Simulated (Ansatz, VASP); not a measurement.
Si: VASP beside Ansatz

```
Si
1.0
     0.00000    2.70083    2.70083
     2.70083    0.00000    2.70083
     2.70083    2.70083    0.00000
Si
2
Cartesian
  2.7008 2.7008 2.7008
  4.0512 4.0512 4.0512
```

Alike in both runs: functional LDA; k mesh 12 × 12 × 12; no spin polarisation.

Ansatz relaxed the structure, and its values are those at the end. VASP's run is a single point on that final structure, the one shown.

|  | VASP | Ansatz |
| --- | --- | --- |
| version | VASP 6.6.1 | Ansatz 0.2.0 |
| potentials or method | VASP PAW LDA potentials, release 64 (Si), cutoff 520 eV | scalar-relativistic, plane waves, PAW |
| occupations | gaussian, width 0.01 eV | fixed |
| valence electrons in the cell | 8 | 8 |

Ansatz gave:

* gap on the k mesh at the Fermi level (eV): 0.44
* least direct gap on the mesh (eV): 2.53
* pressure (GPa): 0.0

Question: Which values does VASP return?

Answer: gap on the k mesh at the Fermi level (eV): 0.44; least direct gap on the mesh (eV): 2.53; pressure (GPa): 0.1.

Ansatz warns that its potentials were made for another functional, while VASP's fit it. LDA's correlation is that of Perdew and Zunger in VASP and of Perdew and Wang (1992) in Ansatz.
